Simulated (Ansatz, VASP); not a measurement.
# Cd2S in VASP and in Ansatz

```
Cd S
1.0
     3.98891    0.00000    0.00000
    -1.99446    3.45450    0.00000
     0.00000    0.00000    5.84766
Cd S
2 1
Direct
  0.33333 0.66667 0.93272
  0.66667 0.33333 0.57873
  0.33333 0.66667 0.36571
```

Change from the starting cell: volume scaled by 1.02.

Alike in both runs: task single point; functional LDA; k mesh 8 × 8 × 5; occupations fermi-dirac, width 0.05 eV; no spin polarisation.

|  | VASP | Ansatz |
| --- | --- | --- |
| version | VASP 6.6.1 | Ansatz 0.2.0 |
| potentials or method | VASP PAW LDA potentials, release 64 (Cd, S), cutoff 520 eV | all-electron LAPW, scalar-relativistic |

Ansatz gave:

- gap on the k mesh at the Fermi level (eV): 0.26
- least direct gap on the mesh (eV): 0.57
- pressure (GPa): -5.5
- traceless stress, the component that is largest in VASP (GPa): -1.30
- rms of the force components (eV/Å): 0.103

Q: What did VASP give for the same quantities?

A: gap on the k mesh at the Fermi level (eV): 0.25; least direct gap on the mesh (eV): 0.56; pressure (GPa): -5.2; traceless stress, the component that is largest in VASP (GPa): -1.20; rms of the force components (eV/Å): 0.096.

LDA's correlation is that of Perdew and Zunger in VASP and of Perdew and Wang (1992) in Ansatz. Atom by atom the forces differ by 0.009 eV/Å (rms over components). Ansatz ran all-electron here, and VASP with PAW potentials.
